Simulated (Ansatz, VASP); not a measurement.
## One calculation of C, two programs

```
C
1.0
     2.49732    0.00000    0.00000
     0.00000    2.49732    0.00000
     0.00000    0.00000   20.41470
C
6
Direct
  0.75000 0.00000 0.39576
  0.25000 0.00000 0.43353
  0.25000 0.50000 0.47906
  0.75000 0.50000 0.52094
  0.75000 0.00000 0.56647
  0.25000 0.00000 0.60424
```

Alike in both runs: task single point; functional LDA; k mesh 10 × 10 × 1; occupations fermi-dirac, width 0.02 eV; no spin polarisation.

```csv
,VASP,Ansatz
version,VASP 6.6.1,Ansatz 0.2.0
potentials or method,"VASP PAW LDA potentials, release 64 (C)","PAW with Ansatz's default frozen-core files, scalar-relativistic"
plane-wave cutoff (eV),520,420
valence electrons in the cell,24,24
```

|  | VASP | Ansatz | Ansatz less VASP |
| --- | --- | --- | --- |
| rms of the force components (eV/Å) | 0.025 | 0.001 | -0.0241 |

LDA's correlation is that of Perdew and Zunger in VASP and of Perdew and Wang (1992) in Ansatz. Atom by atom the forces differ by 0.026 eV/Å (rms over components).
